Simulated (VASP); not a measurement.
# KCl (I4/mmm) in VASP: notebook

Runs on KCl. Level: PBEsol. Tasks: single point.

All numbers are computed with VASP 6.6.1; they aren't measurements. Logs are shortened: lines on timing, memory, paths and dates and some standing lists are left out, and cuts for length are marked.

## Step 1: The cell of the first run

It takes space group I4/mmm (No. 139, tetragonal). The conventional cell has a = 4.820 Å, b = 4.820 Å, c = 5.807 Å, α = 90.00°, β = 90.00°, γ = 90.00°. Within 3.8 Å of K (site symmetry 4/mmm) lie 6 Cl at 2.90 to 3.41 Å. Within 3.8 Å of Cl (site symmetry 4/mmm) lie 6 K at 2.90 to 3.41 Å.

## Step 2: Single point, PBEsol (strain +0.080 along x and y, -0.080 along z)

INCAR reads:

```
  PREC = Accurate
  ENCUT = 520
  EDIFF = 1E-6
  ISMEAR = 0
  SIGMA = 0.05
  LREAL = False
  LASPH = True
  NELM = 100
  ALGO = Normal
  ISIF = 2
  LWAVE = False
  LCHARG = True
  GGA = PS
  LELF = True
  LVHAR = True
  NBANDS = 15
```

KPOINTS reads:

```
regular mesh
0
Gamma
  6 6 6
```

POSCAR reads:

```
KCl
1.0
    0.0000000000      3.4085880000      2.9036120000
    3.4085880000      0.0000000000      2.9036120000
    3.4085880000      3.4085880000      0.0000000000
K Cl
1 1
Direct
    0.0000000000      0.0000000000      0.0000000000
    0.5000000000      0.5000000000      0.5000000000
```

Potentials or basis: VASP PAW PBE potentials, release 64 (K_sv, Cl).

Command:

```bash
$ cat potpaw_PBE.64/K_sv/POTCAR potpaw_PBE.64/Cl/POTCAR > POTCAR
$ mpirun -np 1 vasp_std > vasp.out
```

OUTCAR:

```text
PREC = Accurate
   ENCUT = 520
   EDIFF = 1E-6
   ISMEAR = 0
   LREAL = False
   LASPH = True
   NELM = 100
   ISIF = 2
   GGA = PS

 ion  position               nearest neighbor table
   1  0.000  0.000  0.000-   2 2.90   2 2.90
   2  0.500  0.500  0.500-   1 2.90   1 2.90

  LATTYP: Found a body centered tetragonal cell.
 ALAT       =     4.8204713781
 C/A-ratio  =     1.2047004420

  Lattice vectors:

 A1 = (   0.0000000000,  -3.4085880000,  -2.9036120000)
 A2 = (   0.0000000000,   3.4085880000,  -2.9036120000)
 A3 = (   3.4085880000,   0.0000000000,   2.9036120000)

Analysis of symmetry for initial positions (statically):
=====================================================================
 Subroutine PRICEL returns:
 Original cell was already a primitive cell.

 Routine SETGRP: Setting up the symmetry group for a
 body centered tetragonal supercell.

 Subroutine GETGRP returns: Found 16 space group operations
 (whereof 16 operations were pure point group operations)
 out of a pool of 16 trial point group operations.

The static configuration has the point symmetry D_4h.

Analysis of symmetry for dynamics (positions and initial velocities):
=====================================================================
 Subroutine PRICEL returns:
 Original cell was already a primitive cell.

 Routine SETGRP: Setting up the symmetry group for a
 body centered tetragonal supercell.

 Subroutine GETGRP returns: Found 16 space group operations
 (whereof 16 operations were pure point group operations)
 out of a pool of 16 trial point group operations.

The dynamic configuration has the point symmetry D_4h.

 Subroutine INISYM returns: Found 16 space group operations
 (whereof 16 operations are pure point group operations),
 and found     1 'primitive' translations

----------------------------------------------------------------------------------------

                                     Primitive cell

  volume of cell :      67.4711

  direct lattice vectors                    reciprocal lattice vectors
     0.000000000  3.408588000  2.903612000    -0.146688306  0.146688306  0.172199316
     3.408588000  0.000000000  2.903612000     0.146688306 -0.146688306  0.172199316
     3.408588000  3.408588000  0.000000000     0.146688306  0.146688306 -0.172199316

  length of vectors
[... 91 lines left out ...]
   TEBEG  =    0.0;   TEEND  =   0.0 temperature during run
   PSTRESS=    0.0 pullay stress
   NELECT =      16.0000    total number of electrons
   NUPDOWN=      -1.0000    fix difference up-down
   EMIN   =  10.00;   EMAX   =-10.00  energy-range for DOS
   EFERMI =   0.00;   METHOD = LEGACY
   ISMEAR =     0;   SIGMA  =   0.05  broadening in eV -4-tet -1-fermi 0-gaus
   EFERMI_NEDOS =   21; number of points for ismear=-14 and -15
   IALGO  =     38    algorithm
   IMIX   =      4    mixing-type and parameters
     AMIX     =   0.40;   BMIX     =  1.00
     AMIX_MAG =   1.60;   BMIX_MAG =  1.00
  volume/ion in A,a.u.               =      33.74       227.66
  Fermi-wavevector in a.u.,A,eV,Ry     =   1.013310  1.914878 13.970421  1.026797
  Thomas-Fermi vector in A             =   2.146471
   LORBIT       =      0    0 simple, 1 ext, 2 COOP (PROOUT), +10 PAW based schemes
   GGA     = PS    functional components
   LHFCALC =     F    Hartree Fock is set to
   AEXX    =    0.0000 exact exchange contribution
   IVDW    =     0    specifies the selected vdW correction
   LEPSILON=     F    determine dielectric tensor
   LRPA    =     F    only Hartree local field effects (RPA)
 non-spin polarized calculation
 Gauss-broadening in eV      SIGMA  =   0.05
  energy-cutoff  :      520.00
  volume of cell :       67.47
 maximum number of plane-waves:      1832
 NGX is ok and might be reduce to    36
   NGX = 17   NGY = 17   NGZ = 17

 number of electron      16.0000000 magnetization

 Free energy of the ion-electron system (eV)
  ---------------------------------------------------
  ext. energy  EPLUGINS =         0.00000000
  ---------------------------------------------------
  free energy    TOTEN  =        -6.89170268 eV

  energy without entropy =       -6.89170268  energy(sigma->0) =       -6.89170268

 E-fermi :  -1.8609     XC(G=0):  -7.3389

 val. band max:       -2.1154577964   @ k =   0.0000   0.0000   0.0000
 cond. band min:       2.5428323662   @ k =   0.0000   0.0000   0.0000
 fundamental gap:      4.6582901626
 Fermi energy:        -1.8609201845

 k-point     1 :       0.0000    0.0000    0.0000
  band No.  band energies     occupation
      1     -29.3721      2.00000
      2     -14.2364      2.00000
      3     -12.9327      2.00000
      4     -12.9092      2.00000
      5     -12.9092      2.00000
      6      -2.2248      2.00000
      7      -2.2248      2.00000
      8      -2.1155      2.00000
      9       2.5428      0.00000
     10       5.8061      0.00000
     11       5.8061      0.00000
     12       6.5054      0.00000
     13       6.7902      0.00000
     14       7.4495      0.00000
[... 401 lines left out ...]
      2     -14.2653      2.00000
      3     -12.9955      2.00000
      4     -12.9301      2.00000
      5     -12.8531      2.00000
      6      -2.8489      2.00000
      7      -2.4962      2.00000
      8      -2.3760      2.00000
      9       4.8147      0.00000
     10       5.5625      0.00000
     11       6.9409      0.00000
     12       7.9569      0.00000
     13       8.2943      0.00000
     14       8.7714      0.00000
     15       9.0094      0.00000

 [... further k-points ...]

------------------------ aborting loop because EDIFF is reached ----------------------------------------

  FORCE on cell =-STRESS in cart. coord.  units (eV):
  Direction    XX          YY          ZZ          XY          YZ          ZX
  --------------------------------------------------------------------------------------
  -------------------------------------------------------------------------------------
  Total       -0.8436487     -0.8436487      1.4101411      0.0000000      0.0000000     -0.0000000
  in kB      -20.0333976    -20.0333976     33.4854058      0.0000000      0.0000000     -0.0000000
  external PRESSURE =      -2.1937964 kB  Pullay stress =       0.0000000 kB

 VOLUME and BASIS-vectors are now :
 -----------------------------------------------------------------------------
  energy-cutoff  :      520.00
  volume of cell :       67.47
      direct lattice vectors                 reciprocal lattice vectors
     0.000000000  3.408588000  2.903612000    -0.146688306  0.146688306  0.172199316
     3.408588000  0.000000000  2.903612000     0.146688306 -0.146688306  0.172199316
     3.408588000  3.408588000  0.000000000     0.146688306  0.146688306 -0.172199316

 POSITION                                       TOTAL-FORCE (eV/Angst)
 -----------------------------------------------------------------------------------
      0.00000      0.00000      0.00000        -0.000000     -0.000000      0.000000
      3.40859      3.40859      2.90361         0.000000      0.000000      0.000000
 -----------------------------------------------------------------------------------
    total drift:                                0.000000      0.000000      0.000000

  FREE ENERGIE OF THE ION-ELECTRON SYSTEM (eV)
  ---------------------------------------------------
  free  energy   TOTEN  =        -6.8917026784 eV

  energy  without entropy=       -6.8917026784  energy(sigma->0) =       -6.89170268
```

OSZICAR:

```text
N       E                     dE             d eps       ncg     rms          rms(c)
DAV:   1     0.101880585217E+03    0.10188E+03   -0.69337E+03   900   0.944E+02
DAV:   2    -0.666741025964E+00   -0.10255E+03   -0.93893E+02  1272   0.232E+02
DAV:   3    -0.696022367795E+01   -0.62935E+01   -0.62556E+01  1187   0.509E+01
DAV:   4    -0.718394822332E+01   -0.22372E+00   -0.22365E+00  1451   0.875E+00
DAV:   5    -0.718585922853E+01   -0.19110E-02   -0.19110E-02  1194   0.899E-01    0.350E+00
DAV:   6    -0.689613722773E+01    0.28972E+00   -0.42186E-01  1152   0.333E+00    0.278E+00
DAV:   7    -0.687792543495E+01    0.18212E-01   -0.10401E-01  1244   0.184E+00    0.159E+00
DAV:   8    -0.689014992242E+01   -0.12224E-01   -0.19378E-02  1249   0.997E-01    0.206E-01
DAV:   9    -0.689087963710E+01   -0.72971E-03   -0.10558E-03  1244   0.198E-01    0.110E-01
DAV:  10    -0.689168077773E+01   -0.80114E-03   -0.80000E-04   956   0.165E-01    0.239E-02
DAV:  11    -0.689169531298E+01   -0.14535E-04   -0.28697E-05  1303   0.314E-02    0.120E-02
DAV:  12    -0.689170171434E+01   -0.64014E-05   -0.79544E-06  1075   0.182E-02    0.198E-03
DAV:  13    -0.689170267835E+01   -0.96401E-06   -0.10655E-06  1129   0.619E-03
   1 F= -.68917027E+01 E0= -.68917027E+01  d E =-.725902E-15
```

stdout:

```text
POSCAR found type information on POSCAR K Cl
 POSCAR found :  2 types and       2 ions
 scaLAPACK will be used
 -----------------------------------------------------------------------------
|                                                                             |
|                                                                             |
|     You enforced a specific xc type in the INCAR file but a different       |
|     I HOPE YOU KNOW WHAT YOU ARE DOING!                                     |
|                                                                             |
 -----------------------------------------------------------------------------

 LDA part: xc-table for (Slater+PW92), standard interpolation
 POSCAR, INCAR and KPOINTS ok, starting setup
 FFT: planning ... GRIDC
 FFT: planning ... GRID_SOFT
 FFT: planning ... GRID
 WAVECAR not read
 entering main loop
```

Run time: 25 s. Hardware: 1 thread of Intel Xeon Platinum 8488C (Sapphire Rapids), shared host; peak memory 0.2 GiB.

Results:

```yaml
Free_energy: -6.8917 eV
Pressure: -0.2 GPa
Band_gap_on_the_k_mesh: 4.66 eV, direct
```

Levels at points of the mesh, in eV from the valence-band top:
| k point | band 4 | band 5 | band 6 | band 7 | band 8 | band 9 | band 10 | band 11 | band 12 | band 13 |
| --- | --- | --- | --- | --- | --- | --- | --- | --- | --- | --- |
| (0.00, 0.00, 0.00) | -10.79 | -10.79 | -0.11 | -0.11 | 0.00 | 4.66 | 7.92 | 7.92 | 8.62 | 8.91 |
| (0.50, 0.00, 0.00) | -10.81 | -10.43 | -1.08 | -0.41 | -0.39 | 7.11 | 8.02 | 10.05 | 10.34 | 10.34 |
| (0.50, 0.50, 0.00) | -10.86 | -10.86 | -0.49 | -0.41 | -0.41 | 6.23 | 8.16 | 10.01 | 10.28 | 10.40 |
| (0.50, 0.00, 0.50) | -10.87 | -10.81 | -0.76 | -0.22 | -0.19 | 6.54 | 7.67 | 9.02 | 10.04 | 10.33 |

Caveat: the cell differs from its parent crystal (strain +0.080 along x and y, -0.080 along z); the PAW data sets were made with another functional, which shifts forces and pressure a little.

[end of part 1 of 2]
